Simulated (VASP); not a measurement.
Wanted: the native input for a VASP 6.6.1 run.

| Item | Value |
| --- | --- |
| Task | single point |
| Functional | PBE |
| Potentials or basis | VASP PAW PBE potentials, release 64 (I) |
| Cutoff | 520 eV |
| k mesh | 16 × 16 × 16 |
| Occupations | gaussian, width 0.1 eV |
| Spin | no spin polarisation |
| Dipole correction | no |
| Further INCAR settings | ALGO = Normal; EDIFF = 1e-06; NBANDS = 10 |

The structure of I lies in POSCAR:

```
I
1.0
   -1.6457129563      1.6457129563      4.4032863158
    1.6457129563     -1.6457129563      4.4032863158
    1.6457129563      1.6457129563     -4.4032863158
I
1
Direct
    0.0000000000      0.0000000000      0.0000000000
```

This cell differs from its parent crystal: strained.

One way to write it, as run:

INCAR

```
  PREC = Accurate
  ENCUT = 520
  EDIFF = 1E-6
  ISMEAR = 0
  SIGMA = 0.1
  LREAL = F
  LASPH = T
  NELM = 60
  ALGO = Normal
  ISIF = 2
  LWAVE = F
  LCHARG = F
  GGA = PE
  NBANDS = 10
```

KPOINTS

```
Automatic mesh
0
Gamma
  16 16 16
```

Potentials or basis: VASP PAW PBE potentials, release 64 (I).

The run is started by

```sh
$ cat potpaw_PBE.64/I/POTCAR > POTCAR
$ mpirun -np 1 vasp_std > vasp.out
```

It gave:

```yaml
Pressure: -1.0 GPa
Band_gap_on_the_k_mesh: zero (an odd number of electrons rules out a gap without spin polarisation)
```

Caveat: the cell differs from its parent crystal (strained); spin-orbit coupling is left out, which moves the levels of the heavy elements; an odd number of electrons without spin polarisation forces a metal; a magnetic or distorted state may lie lower.

Run time: 5.1 min on 1 thread of Intel Xeon 8259CL, with other jobs on the host, peak memory 0.35 GiB.
